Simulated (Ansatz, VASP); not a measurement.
**One calculation of NaAl3O, two programs**

INCAR

```
SYSTEM = NaAl3O
PREC = Accurate
ENCUT = 600
EDIFF = 1E-6
ISMEAR = 0
SIGMA = 0.1
LREAL = .FALSE.
LASPH = .TRUE.
NELM = 150
ALGO = Normal
ISIF = 3
LWAVE = .FALSE.
LCHARG = .FALSE.
ISPIN = 2
MAGMOM = 0 0 0 0 0.58
LORBIT = 11
GGA = PE
IBRION = 2
NSW = 100
EDIFFG = -0.01
```

File KPOINTS:

```
Automatic mesh
0
G
  8 8 8
  0 0 0
```

Contents of POSCAR:

```
NaAl3O
1.0
    5.1468478075      0.0000000000      0.0000000000
    0.0000000000      5.1468478075      0.0000000000
    0.0000000000      0.0000000000      5.1468478075
Na Al O
1 3 1
Direct
    0.0000000000      0.0000000000      0.0000000000
    0.5000000000      0.0000000000      0.0000000000
    0.0000000000      0.5000000000      0.0000000000
    0.0000000000      0.0000000000      0.5000000000
    0.5000000000      0.5000000000      0.5000000000
```

Input for Ansatz:

```yaml
crystal:
  lattice:
    - [5.1468478075, 0.0, 0.0]
    - [0.0, 5.1468478075, 0.0]
    - [0.0, 0.0, 5.1468478075]
  atoms:
    - { symbol: Na, position: [0.0, 0.0, 0.0] }
    - { symbol: Al, position: [0.5, 0.0, 0.0] }
    - { symbol: Al, position: [0.0, 0.5, 0.0] }
    - { symbol: Al, position: [0.0, 0.0, 0.5] }
    - { symbol: O, position: [0.5, 0.5, 0.5], spin: 0.58 }
basis:
  ecutwfc: 420
kpoints:
  mp_grid: { grid: [8, 8, 8] }
hamiltonian:
  xc: pbe
scf:
  occupations: { method: gaussian, width: 0.1 }
output:
  forces: true
  stress: true
  eigenvalues: true
  populations: true
  write_density: true
  write_potential: true
  elf: true
  volumetric_format: npy
magnetization:
  spin_polarized: true
relax:
  adjacent_minimum: "off"
  f_tol: 0.01
  max_steps: 80
  cell: { stress_tol: 0.05 }
```

Alike in both runs: task relaxation of cell and atoms; functional PBE; k mesh 8 × 8 × 8; occupations gaussian, width 0.1 eV; collinear spin.

|  | VASP | Ansatz |
| --- | --- | --- |
| version | VASP 6.6.1 | Ansatz 0.2.0 |
| potentials or method | VASP PAW PBE potentials, release 64 (Na_pv, Al, O), cutoff 600 eV | scalar-relativistic, plane waves, PAW |
| valence electrons in the cell | 22 | 24 |

```csv
,VASP,Ansatz,Ansatz less VASP
"gap on the k mesh at the Fermi level, each at its own relaxed structure (eV)",none,none,-
net moment per atom (μB),0.00,0.07,+0.072
size of the moment on the site where the two differ most (μB),0.01,0.48,+0.472
relaxed volume (Å³/atom),26.92,27.27,+0.347
relaxed cell length with the largest relative difference (Å),5.125,5.147,+0.0219
```

Site moments also hang on the region over which each program counts them. A gap of «none» marks a metal or a gap that the smearing closes. VASP's potentials hold 22 valence electrons a cell and Ansatz's 24, so a difference there can come from the potentials and not from the codes.
